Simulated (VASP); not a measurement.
Input of a VASP 6.6.1 run:

INCAR

```
SYSTEM = W
PREC     = Accurate       ! precision mode
ENCUT    = 520            ! plane-wave cutoff, eV
EDIFF    = 1E-6           ! SCF threshold, eV
ISMEAR   = 0              ! smearing method
SIGMA    = 0.15           ! smearing width, eV
LREAL    = .False.        ! projectors in reciprocal space
LASPH    = .True.         ! aspherical terms in the spheres
NELM     = 100            ! most SCF steps
ALGO     = Fast           ! electronic algorithm
ISIF     = 2              ! what is computed and relaxed
LWAVE    = .False.        ! write WAVECAR
LCHARG   = .False.        ! write CHGCAR
GGA      = PE             ! functional
NBANDS   = 13             ! bands
```

KPOINTS

```
Automatic mesh
0
Gamma
  20 20 20
  0 0 0
```

POSCAR

```
W
1.0
   -1.5973000000      1.7020828800      1.7020828800
    1.5973000000     -1.4925171200      1.4925171200
    1.5973000000      1.4925171200     -1.4925171200
W
1
Direct
    0.0000000000      0.0000000000      0.0000000000
```

Potentials or basis: VASP PAW PBE potentials, release 64 (W_sv).

The run is started by

```console
$ cat potpaw_PBE.64/W_sv/POTCAR > POTCAR
$ mpirun -np 1 vasp_std > vasp.out
```

(1) What does it give for the pressure?

(2) Predict the band gap on the k mesh.

Results:

(1) 1.8 GPa.

(2) zero (bands 7 and 8 overlap by 4.54 eV).

Caveat: the cell differs from its parent crystal (strain +0.1312 x Voigt [0, 0, 0, 1, 0, 0]); spin-orbit coupling is left out, which moves the levels of the heavy elements.
